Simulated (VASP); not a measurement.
## CdS: relaxation of the atoms with PBE

Crystal: CdS.

```xyz
4
Lattice="4.2071 0.0000 0.0000 -2.1036 3.6435 0.0000 0.0000 0.0000 6.7614" Properties=species:S:1:pos:R:3 pbc="T T T"
Cd    0.0000    2.4290    0.0015
Cd    2.1036    1.2145    3.3822
S     0.0000    2.4290    2.5475
S     2.1036    1.2145    5.9282
```

This cell differs from its parent crystal: strained cell.

```
Program                : VASP 6.6.1
Task                   : relaxation of the atoms
Functional             : PBE
Potentials or basis    : VASP PAW PBE potentials, release 64 (Cd, S)
Cutoff                 : 450 eV
k mesh                 : 6 × 6 × 4
Occupations            : gaussian, width 0.02 eV
Spin                   : no spin polarisation
Dipole correction      : no
Further INCAR settings : ALGO = Normal; EDIFF = 1e-07; IBRION = 2; EDIFFG = -0.002; NSW = 60
```

The energy gained by relaxing is 0.4 meV/atom. The ionic steps are 4 and the pressure after relaxing is 0.4 GPa. The band gap on the k mesh is 1.14 eV.

Stress tensor (GPa, compression positive):
```
0.23 0.00 0.00
0.00 0.23 0.00
0.00 0.00 0.81
```

Step by step:
| step | energy change (eV) | largest force (eV/Å) | pressure (GPa) |
| --- | --- | --- | --- |
| 1 | 0.0000 | 0.0850 | 0.44 |
| 2 | -0.0011 | 0.0470 | 0.43 |
| 3 | -0.0016 | 0.0031 | 0.43 |
| 4 | -0.0016 | 0.0001 | 0.43 |

Final structure:
```yaml
crystal:
  lattice:
    - [4.20715, 0.00000, 0.00000]
    - [-2.10357, 3.64350, 0.00000]
    - [0.00000, 0.00000, 6.76141]
  atoms:
    - { symbol: Cd, position: [0.33333, 0.66667, 0.99884] }
    - { symbol: Cd, position: [0.66667, 0.33333, 0.49884] }
    - { symbol: S, position: [0.33333, 0.66667, 0.37816] }
    - { symbol: S, position: [0.66667, 0.33333, 0.87816] }
```

Levels at points of the mesh, in eV from the valence-band top:
| k point | band 14 | band 15 | band 16 | band 17 | band 18 | band 19 | band 20 | band 21 | band 22 |
| --- | --- | --- | --- | --- | --- | --- | --- | --- | --- |
| (0.00, 0.00, 0.00) | -0.71 | -0.71 | 0.00 | 0.00 | 0.00 | 1.14 | 2.67 | 6.44 | 6.44 |
| (0.50, 0.00, 0.00) | -3.35 | -2.44 | -1.76 | -1.16 | -0.70 | 3.66 | 3.83 | 5.19 | 6.34 |
| (0.00, 0.00, 0.50) | -2.32 | -0.37 | -0.37 | -0.37 | -0.37 | 2.76 | 2.76 | 6.19 | 6.19 |
| (0.50, 0.00, 0.50) | -3.93 | -1.26 | -1.26 | -1.18 | -1.18 | 3.50 | 3.50 | 5.36 | 5.36 |

Run time: 2.8 min on 1 thread of Intel Xeon 8259CL, on a shared host, peak memory 0.21 GiB.

Caveat: the cell differs from its parent crystal (strained cell).
